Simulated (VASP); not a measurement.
Set up this calculation in VASP 6.6.1, as the native input.

```yaml
Task: single point
Functional: PBE
Potentials_or_basis: VASP PAW PBE potentials, release 64 (Co)
Cutoff: 600 eV
k_mesh: 18 × 18 × 18
Occupations: fermi-dirac, width 0.1 eV
Spin: no spin polarisation
Dipole_correction: no
Further_INCAR_settings: ALGO = Normal; EDIFF = 1e-06; NBANDS = 10
```

The structure of Co lies in POSCAR:

```
Co
1.0
    0.0000000000      1.6567853831      1.6567853831
    1.6567853831      0.0000000000      1.6567853831
    1.6567853831      1.6567853831      0.0000000000
Co
1
Direct
    0.0000000000      0.0000000000      0.0000000000
```

This isn't the form of Co at room conditions, which is hcp.

One way to write it, as run:

INCAR

```
PREC     = Accurate       # precision mode
ENCUT    = 600            # plane-wave cutoff, eV
EDIFF    = 1E-6           # SCF threshold, eV
ISMEAR   = -1             # smearing method
SIGMA    = 0.1            # smearing width, eV
LREAL    = False          # projectors in reciprocal space
LASPH    = True           # aspherical terms in the spheres
NELM     = 120            # most SCF steps
ALGO     = Normal         # electronic algorithm
ISIF     = 2              # what is computed and relaxed
LWAVE    = False          # write WAVECAR
LCHARG   = False          # write CHGCAR
GGA      = PE             # functional
NBANDS   = 10             # bands
GGA_COMPAT= False
```

KPOINTS

```
regular mesh
0
Gamma
  18 18 18
```

Potentials or basis: VASP PAW PBE potentials, release 64 (Co).

Run with:

```sh
$ cat potpaw_PBE.64/Co/POTCAR > POTCAR
$ mpirun -np 1 vasp_std > vasp.out
```

It gave:

The pressure is 41.7 GPa. The band gap on the k mesh is zero (an odd number of electrons rules out a gap without spin polarisation).

Caveat: the cell stands under pressure; the run has no spin polarisation, though such a crystal can be magnetic.

Run time: 21 s on 1 thread of Intel Xeon 8259CL, on a shared host, peak memory 0.15 GiB.
